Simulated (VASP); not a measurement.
Wanted: the native input for a VASP 6.6.1 run.

```
Task                   : single point
Functional             : PBEsol
Potentials or basis    : VASP PAW PBE potentials, release 64 (Ru_pv)
Cutoff                 : 520 eV
k mesh                 : 24 × 24 × 12
Occupations            : gaussian, width 0.15 eV
Spin                   : no spin polarisation
Dipole correction      : no
Further INCAR settings : ALGO = Fast; EDIFF = 1e-07; NBANDS = 21
```

The structure of Ru lies in POSCAR:

```
Ru
1.0
    2.6246253542      0.0000000000      0.0000000000
   -1.3123126771      2.2729922322      0.0000000000
    0.0000000000      0.0000000000      4.2176715000
Ru
2
Direct
    0.3333333333      0.6666666667      0.2500000000
    0.6666666667      0.3333333333      0.7500000000
```

This cell differs from its parent crystal: strain -0.030 along x and y, -0.015 along z.

The input as run:

INCAR

```
PREC = Accurate
ENCUT = 520
EDIFF = 1E-7
ISMEAR = 0
SIGMA = 0.15
LREAL = F
LASPH = T
NELM = 80
ALGO = Fast
ISIF = 2
LWAVE = F
LCHARG = F
GGA = PS
NBANDS = 21
```

KPOINTS

```
Automatic mesh
0
Gamma
  24 24 12
```

Potentials or basis: VASP PAW PBE potentials, release 64 (Ru_pv).

Run with:

```console
$ cat potpaw_PBE.64/Ru_pv/POTCAR > POTCAR
$ mpirun -np 1 vasp_std > vasp.out
```

It gave:

```json
{
 "Pressure": "22.7 GPa",
 "Band gap on the k mesh": "zero (bands 14 and 15 overlap by 3.61 eV)"
}
```

Caveat: the cell differs from its parent crystal (strain -0.030 along x and y, -0.015 along z); the cell stands under pressure; the PAW data sets were made with another functional, which shifts forces and pressure a little.

Wall time 4.1 min on 1 thread of Intel Xeon 8259CL, on a shared host, peak memory 0.28 GiB.
